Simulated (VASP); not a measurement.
Write the native input for VASP 6.6.1 that does the following.

```yaml
Task: single point
Functional: PBE
Potentials_or_basis: VASP PAW PBE potentials, release 64 (Hg)
Cutoff: 520 eV
k_mesh: 6 × 6 × 4
Occupations: gaussian, width 0.1 eV
Spin: no spin polarisation
Dipole_correction: no
Further_INCAR_settings: ALGO = Normal; EDIFF = 1e-07; NBANDS = 25
```

The structure of Hg lies in POSCAR:

```
Hg
1.0
    4.4159731528      0.0000000000      0.0000000000
   -2.2079865764      3.8243449328      0.0000000000
    0.0000000000      0.0000000000      5.1315891017
Hg
3
Direct
    0.3323714581      0.0000000000      0.1666666667
    0.0000000000      0.3323714581      0.8333333333
    0.6676285419      0.6676285419      0.5000000000
```

These files were run (other wordings do the same):

INCAR

```
PREC     = Accurate       # precision mode
ENCUT    = 520            # plane-wave cutoff, eV
EDIFF    = 1E-7           # SCF threshold, eV
ISMEAR   = 0              # smearing method
SIGMA    = 0.1            # smearing width, eV
LREAL    = False          # projectors in reciprocal space
LASPH    = True           # aspherical terms in the spheres
NELM     = 100            # most SCF steps
ALGO     = Normal         # electronic algorithm
ISIF     = 2              # what is computed and relaxed
LWAVE    = False          # write WAVECAR
LCHARG   = False          # write CHGCAR
GGA      = PE             # functional
NBANDS   = 25             # bands
```

KPOINTS

```
regular mesh
0
Gamma
  6 6 4
```

Potentials or basis: VASP PAW PBE potentials, release 64 (Hg).

Launch:

```sh
$ cat potpaw_PBE.64/Hg/POTCAR > POTCAR
$ mpirun -np 1 vasp_std > vasp.out
```

It gave:

* Pressure: 0.2 GPa
* Largest force: 0.011 eV/Å
* Band gap on the k mesh: zero (band 18 reaches 5.37 eV, above the bottom of band 19 at 0.03 eV)

Caveat: spin-orbit coupling is left out, which moves the levels of the heavy elements.

It took 26 s on 1 thread of Intel(R) Xeon(R) Platinum 8488C (Sapphire Rapids), on a shared host, peak memory 0.22 GiB.
